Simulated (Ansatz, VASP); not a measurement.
# ZrO2: VASP beside Ansatz

```
CELL_PARAMETERS angstrom
0.00000 2.55790 2.55790
2.55790 0.00000 2.55790
2.55790 2.55790 0.00000
ATOMIC_POSITIONS crystal
Zr 0.00000 0.00000 0.00000
O 0.25000 0.25000 0.25000
O 0.75000 0.75000 0.75000
```

Alike in both runs: task relaxation of cell and atoms; functional PBE; dispersion D3(BJ); k mesh 8 × 8 × 8; occupations gaussian, width 0.02 eV; no spin polarisation.

|  | VASP | Ansatz |
| --- | --- | --- |
| version | VASP 6.6.1 | Ansatz 0.2.0 |
| potentials or method | VASP PAW PBE potentials, release 64 (Zr_sv, O), cutoff 600 eV | scalar-relativistic, plane waves, PAW |
| valence electrons in the cell | 24 | 24 |

|  | VASP | Ansatz | Ansatz less VASP |
| --- | --- | --- | --- |
| gap on the k mesh at the Fermi level, each at its own relaxed structure (eV) | 3.36 | 3.36 | +0.007 |
| relaxed volume (Å³/atom) | 10.98 | 10.97 | -0.004 |
| relaxed cell length with the largest relative difference (Å) | 3.598 | 3.597 | -0.0004 |
